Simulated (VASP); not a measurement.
# Si (Im-3m) in VASP: single point with PBE

Aim: the single point of Si with PBE.

Everything below comes from runs of VASP 6.6.1. Logs are shortened: lines on timing, memory, paths and dates and some standing lists are left out, and cuts for length are marked.

## Step 1: The cell of the first run

It takes space group Im-3m (No. 229, cubic). The conventional cell has a = 6.672 Å, b = 6.672 Å, c = 6.672 Å, α = 90.00°, β = 90.00°, γ = 90.00°. Within 3.1 Å of Si (site symmetry -4m2) lie 4 Si at 2.36 Å.

## Step 2: Single point, PBE

The input, INCAR:

```
SYSTEM = Si
PREC = Accurate
ENCUT = 520
EDIFF = 1E-6
ISMEAR = 1
SIGMA = 0.0434
LREAL = .False.
LASPH = .True.
NELM = 80
ALGO = Normal
ISIF = 2
LWAVE = .False.
LCHARG = .False.
GGA = PE
NBANDS = 21
```

The input, KPOINTS:

```
regular mesh
0
Gamma
  5 5 5
  0 0 0
```

The input, POSCAR:

```
Si
1.0
   -3.3360800000      3.3360800000      3.3360800000
    3.3360800000     -3.3360800000      3.3360800000
    3.3360800000      3.3360800000     -3.3360800000
Si
6
Direct
    0.7500000000      0.2500000000      0.5000000000
    0.7500000000      0.5000000000      0.2500000000
    0.5000000000      0.2500000000      0.7500000000
    0.2500000000      0.5000000000      0.7500000000
    0.2500000000      0.7500000000      0.5000000000
    0.5000000000      0.7500000000      0.2500000000
```

Potentials or basis: VASP PAW PBE potentials, release 64 (Si).

Run with:

```
cat potpaw_PBE.64/Si/POTCAR > POTCAR
mpirun -np 1 vasp_std > vasp.out
```

OUTCAR:

```text
SYSTEM = Si
   PREC = Accurate
   ENCUT = 520
   EDIFF = 1E-6
   ISMEAR = 1
   LREAL = .False.
   LASPH = .True.
   NELM = 80
   ISIF = 2
   GGA = PE

 ion  position               nearest neighbor table
   1  0.750  0.250  0.500-   2 2.36   3 2.36   4 2.36   6 2.36
   2  0.750  0.500  0.250-   1 2.36   5 2.36   6 2.36   3 2.36
   3  0.500  0.250  0.750-   1 2.36   2 2.36   4 2.36   5 2.36
   4  0.250  0.500  0.750-   3 2.36   5 2.36   6 2.36   1 2.36
   5  0.250  0.750  0.500-   3 2.36   4 2.36   6 2.36   2 2.36
   6  0.500  0.750  0.250-   1 2.36   2 2.36   5 2.36   4 2.36

  LATTYP: Found a body centered cubic cell.
 ALAT       =     6.6721600000

  Lattice vectors:

 A1 = (  -3.3360800000,   3.3360800000,   3.3360800000)
 A2 = (   3.3360800000,  -3.3360800000,   3.3360800000)
 A3 = (   3.3360800000,   3.3360800000,  -3.3360800000)

Analysis of symmetry for initial positions (statically):
=====================================================================
 Subroutine PRICEL returns:
 Original cell was already a primitive cell.

 Routine SETGRP: Setting up the symmetry group for a
 body centered cubic supercell.

 Subroutine GETGRP returns: Found 48 space group operations
 (whereof 48 operations were pure point group operations)
 out of a pool of 48 trial point group operations.

The static configuration has the point symmetry O_h .

Analysis of symmetry for dynamics (positions and initial velocities):
=====================================================================
 Subroutine PRICEL returns:
 Original cell was already a primitive cell.

 Routine SETGRP: Setting up the symmetry group for a
 body centered cubic supercell.

 Subroutine GETGRP returns: Found 48 space group operations
 (whereof 48 operations were pure point group operations)
 out of a pool of 48 trial point group operations.

The dynamic configuration has the point symmetry O_h .

 Subroutine INISYM returns: Found 48 space group operations
 (whereof 48 operations are pure point group operations),
 and found     1 'primitive' translations

----------------------------------------------------------------------------------------

                                     Primitive cell

  volume of cell :     148.5147

  direct lattice vectors                    reciprocal lattice vectors
    -3.336080000  3.336080000  3.336080000     0.000000000  0.149876502  0.149876502
     3.336080000 -3.336080000  3.336080000     0.149876502  0.000000000  0.149876502
     3.336080000  3.336080000 -3.336080000     0.149876502  0.149876502  0.000000000

  length of vectors
     5.778260058  5.778260058  5.778260058     0.211957381  0.211957381  0.211957381

  position of ions in fractional coordinates (direct lattice)
     0.750000000  0.250000000  0.500000000
     0.750000000  0.500000000  0.250000000
     0.500000000  0.250000000  0.750000000
     0.250000000  0.500000000  0.750000000
     0.250000000  0.750000000  0.500000000
     0.500000000  0.750000000  0.250000000

  ion indices of the primitive-cell ions
   primitive index   ion index
                 1           1
                 2           2
                 3           3
                 4           4
                 5           5
                 6           6

----------------------------------------------------------------------------------------

 KPOINTS: regular mesh

Automatic generation of k-mesh.
 Grid dimensions read from file:
 generate k-points for:    5    5    5

 Generating k-lattice:

  Cartesian coordinates                     Fractional coordinates (reciprocal lattice)
     0.000000000  0.029975300  0.029975300     0.200000000  0.000000000  0.000000000
     0.029975300  0.000000000  0.029975300     0.000000000  0.200000000  0.000000000
     0.029975300  0.029975300  0.000000000     0.000000000  0.000000000  0.200000000

  Length of vectors
     0.042391476  0.042391476  0.042391476

  Shift w.r.t. Gamma in fractional coordinates (k-lattice)
     0.000000000  0.000000000  0.000000000

 Subroutine IBZKPT returns following result:
 ===========================================

 Found     10 irreducible k-points:

 Following reciprocal coordinates:
            Coordinates               Weight
  0.000000  0.000000  0.000000      1.000000
  0.200000  0.000000  0.000000     12.000000
  0.400000  0.000000  0.000000     12.000000
  0.200000  0.200000  0.000000     24.000000
  0.400000  0.200000  0.000000     24.000000
  0.200000  0.200000  0.200000      8.000000
 -0.200000  0.200000  0.200000      6.000000
 -0.400000  0.400000  0.200000     24.000000
 -0.400000 -0.400000  0.200000      8.000000
 -0.400000  0.400000  0.400000      6.000000
   k-points           NKPTS =     10   k-points in BZ     NKDIM =     10   number of bands    NBANDS=     21
   number of dos      NEDOS =    301   number of ions     NIONS =      6
   total plane-waves  NPLWV = 110592
   dimension x,y,z NGX =    48 NGY =   48 NGZ =   48
   dimension x,y,z NGXF=    96 NGYF=   96 NGZF=   96
   ions per type =               6
   NGX,Y,Z   is equivalent  to a cutoff of  13.81, 13.81, 13.81 a.u.
   NGXF,Y,Z  is equivalent  to a cutoff of  27.62, 27.62, 27.62 a.u.
 SYSTEM =  Si
   PREC   = accura    normal or accurate (medium, high low for compatibility)
   ISTART =      0    job   : 0-new  1-cont  2-samecut
   ICHARG =      2    charge: 1-file 2-atom 10-const
   ISPIN  =      1    spin polarized calculation?
   LNONCOLLINEAR =      F non collinear calculations
   LSORBIT =      F    spin-orbit coupling
   LASPH  =      T    aspherical Exc in radial PAW
   ENCUT  =  520.0 eV  38.22 Ry    6.18 a.u.  10.74 10.74 10.74*2*pi/ulx,y,z
   NELM   =     80;   NELMIN=  2; NELMDL= -5     # of ELM steps
   EDIFF  = 0.1E-05   stopping-criterion for ELM
   LREAL  =      F    real-space projection
   EDIFFG = 0.1E-04   stopping-criterion for IOM
   NSW    =      0    number of steps for IOM
   IBRION =     -1    ionic relax: 0-MD 1-quasi-New 2-CG
   NFREE  =      0    steps in history (QN), initial steepest desc. (CG)
   ISIF   =      2    stress and relaxation
   ISYM   =      2    0-nonsym 1-usesym 2-fastsym
   POTIM  = 0.5000    time-step for ionic-motion
   TEBEG  =    0.0;   TEEND  =   0.0 temperature during run
   PSTRESS=    0.0 pullay stress
   NELECT =      24.0000    total number of electrons
   NUPDOWN=      -1.0000    fix difference up-down
   EMIN   =  10.00;   EMAX   =-10.00  energy-range for DOS
   EFERMI =   0.00;   METHOD = LEGACY
   ISMEAR =     1;   SIGMA  =   0.04  broadening in eV -4-tet -1-fermi 0-gaus
   EFERMI_NEDOS =   21; number of points for ismear=-14 and -15
   IALGO  =     38    algorithm
   IMIX   =      4    mixing-type and parameters
     AMIX     =   0.40;   BMIX     =  1.00
     AMIX_MAG =   1.60;   BMIX_MAG =  1.00
  volume/ion in A,a.u.               =      24.75       167.04
  Fermi-wavevector in a.u.,A,eV,Ry     =   0.891707  1.685082 10.818553  0.795141
  Thomas-Fermi vector in A             =   2.013562
   LORBIT       =      0    0 simple, 1 ext, 2 COOP (PROOUT), +10 PAW based schemes
   GGA     = PE    functional components
   LHFCALC =     F    Hartree Fock is set to
   AEXX    =    0.0000 exact exchange contribution
   IVDW    =     0    specifies the selected vdW correction
   LEPSILON=     F    determine dielectric tensor
   LRPA    =     F    only Hartree local field effects (RPA)
 non-spin polarized calculation
 Methfessel and Paxton  Order N= 1 SIGMA  =   0.04
  energy-cutoff  :      520.00
  volume of cell :      148.51
 maximum number of plane-waves:      4028
 NGX is ok and might be reduce to    48
   NGX = 21   NGY = 21   NGZ = 21

 number of electron      23.9999999 magnetization

 Free energy of the ion-electron system (eV)
  ---------------------------------------------------
  ext. energy  EPLUGINS =         0.00000000
  ---------------------------------------------------
  free energy    TOTEN  =       -31.19150139 eV

  energy without entropy =      -31.19174295  energy(sigma->0) =      -31.19158191

 E-fermi :   3.9472     XC(G=0):  -8.1418

 val. band max:        3.9107050932   @ k =  -0.4000   0.4000   0.4000
 cond. band min:       4.2408464676   @ k =  -0.4000   0.4000   0.4000
 fundamental gap:      0.3301413744
 Fermi energy:         3.9472427804

 k-point     1 :       0.0000    0.0000    0.0000
  band No.  band energies     occupation
      1      -7.7684      2.00000
      2      -3.2275      2.00000
      3      -3.2275      2.00000
      4      -3.0964      2.00000
      5      -3.0964      2.00000
      6      -3.0964      2.00000
[... 13 lines left out ...]
     20      10.8009      0.00000
     21      10.8009      0.00000

 k-point     2 :       0.2000    0.0000    0.0000
  band No.  band energies     occupation
      1      -7.5703      2.00000
      2      -4.6010      2.00000
      3      -3.8784      2.00000
      4      -3.2092      2.00000
      5      -2.1802      2.00000
      6      -1.7174      2.00000
[... 13 lines left out ...]
     20       9.6838      0.00000
     21       9.7180      0.00000

 k-point     3 :       0.4000    0.0000    0.0000
  band No.  band energies     occupation
      1      -7.0294      2.00000
      2      -5.8038      2.00000
      3      -4.2502      2.00000
      4      -3.3692      2.00000
      5      -1.1578      2.00000
      6      -0.5149      2.00000
[... 13 lines left out ...]
     20       8.4270      0.00000
     21       9.6743      0.00000

 k-point     4 :       0.2000    0.2000    0.0000
  band No.  band energies     occupation
      1      -7.1900      2.00000
      2      -5.4079      2.00000
      3      -4.5965      2.00000
      4      -2.7335      2.00000
      5      -1.9705      2.00000
      6      -0.4922      2.00000
[... 13 lines left out ...]
     20       9.3180      0.00000
     21       9.5956      0.00000

 k-point     5 :       0.4000    0.2000    0.0000
  band No.  band energies     occupation
      1      -6.6629      2.00000
      2      -6.1411      2.00000
      3      -4.8801      2.00000
      4      -2.6212      2.00000
      5      -1.5521      2.00000
      6      -0.2442      2.00000
[... 13 lines left out ...]
     20       9.1000      0.00000
     21       9.3551      0.00000

 k-point     6 :       0.2000    0.2000    0.2000
  band No.  band energies     occupation
      1      -6.6395      2.00000
      2      -5.7148      2.00000
      3      -5.7148      2.00000
      4      -1.6518      2.00000
      5      -0.7656      2.00000
      6      -0.7656      2.00000
[... 13 lines left out ...]
     20       8.6072      0.00000
     21       8.7964      0.00000

 k-point     7 :      -0.2000    0.2000    0.2000
  band No.  band energies     occupation
      1      -7.3812      2.00000
      2      -5.1244      2.00000
      3      -3.3325      2.00000
      4      -3.3325      2.00000
      5      -3.2970      2.00000
      6      -0.3202      2.00000
[... 13 lines left out ...]
     20       9.4281      0.00000
     21       9.8111      0.00000

 k-point     8 :      -0.4000    0.4000    0.2000
  band No.  band energies     occupation
      1      -6.8680      2.00000
      2      -5.9071      2.00000
      3      -4.0492      2.00000
      4      -3.5049      2.00000
      5      -2.5553      2.00000
      6      -0.3893      2.00000
[... 13 lines left out ...]
     20       8.7522      0.00000
     21       9.0287      0.00000

 k-point     9 :      -0.4000   -0.4000    0.2000
  band No.  band energies     occupation
      1      -6.3711      2.00000
      2      -6.3711      2.00000
      3      -4.3478      2.00000
      4      -3.0290      2.00000
      5      -3.0290      2.00000
      6      -0.9063      2.00000
[... 13 lines left out ...]
     20       8.6892      0.00000
     21       8.6896      0.00000

 k-point    10 :      -0.4000    0.4000    0.4000
  band No.  band energies     occupation
      1      -6.4783      2.00000
      2      -6.1207      2.00000
      3      -3.6913      2.00000
      4      -3.6913      2.00000
      5      -3.6143      2.00000
      6      -1.2900      2.00000
[... 13 lines left out ...]
     20       8.4537      0.00000
     21       8.4537      0.00000

------------------------ aborting loop because EDIFF is reached ----------------------------------------

  FORCE on cell =-STRESS in cart. coord.  units (eV):
  Direction    XX          YY          ZZ          XY          YZ          ZX
  --------------------------------------------------------------------------------------
  -------------------------------------------------------------------------------------
  Total        1.7714440      1.7714440      1.7714440      0.0000000      0.0000000     -0.0000000
  in kB       19.1103503     19.1103503     19.1103503      0.0000000      0.0000000     -0.0000000
  external PRESSURE =      19.1103503 kB  Pullay stress =       0.0000000 kB

 VOLUME and BASIS-vectors are now :
 -----------------------------------------------------------------------------
  energy-cutoff  :      520.00
  volume of cell :      148.51
      direct lattice vectors                 reciprocal lattice vectors
    -3.336080000  3.336080000  3.336080000     0.000000000  0.149876502  0.149876502
     3.336080000 -3.336080000  3.336080000     0.149876502  0.000000000  0.149876502
     3.336080000  3.336080000 -3.336080000     0.149876502  0.149876502  0.000000000

 POSITION                                       TOTAL-FORCE (eV/Angst)
 -----------------------------------------------------------------------------------
     -0.00000      3.33608      1.66804         0.000000     -0.000000      0.000000
     -0.00000      1.66804      3.33608         0.000000     -0.000000      0.000000
      1.66804      3.33608      0.00000         0.000000     -0.000000      0.000000
      3.33608      1.66804      0.00000        -0.000000     -0.000000     -0.000000
      3.33608     -0.00000      1.66804        -0.000000      0.000000      0.000000
      1.66804     -0.00000      3.33608         0.000000      0.000000     -0.000000
 -----------------------------------------------------------------------------------
    total drift:                               -0.000000     -0.000000      0.000000

  FREE ENERGIE OF THE ION-ELECTRON SYSTEM (eV)
  ---------------------------------------------------
  free  energy   TOTEN  =       -31.1915013881 eV

  energy  without entropy=      -31.1917429520  energy(sigma->0) =      -31.19158191
```

Run time: 30 s. Hardware: 1 thread of Intel Xeon Platinum 8259CL at 2.50GHz (Skylake/Cascade Lake), shared host; peak memory 0.3 GiB.

Results:

```
Free energy            : -31.1915 eV
Pressure               : 1.9 GPa
Band gap on the k mesh : 0.33 eV, direct
```

Levels at points of the mesh, in eV from the valence-band top:
| k point | band 9 | band 10 | band 11 | band 12 | band 13 | band 14 | band 15 | band 16 |
| --- | --- | --- | --- | --- | --- | --- | --- | --- |
| (0.00, 0.00, 0.00) | -2.76 | -1.98 | -1.98 | -1.98 | 2.15 | 2.15 | 2.15 | 2.64 |
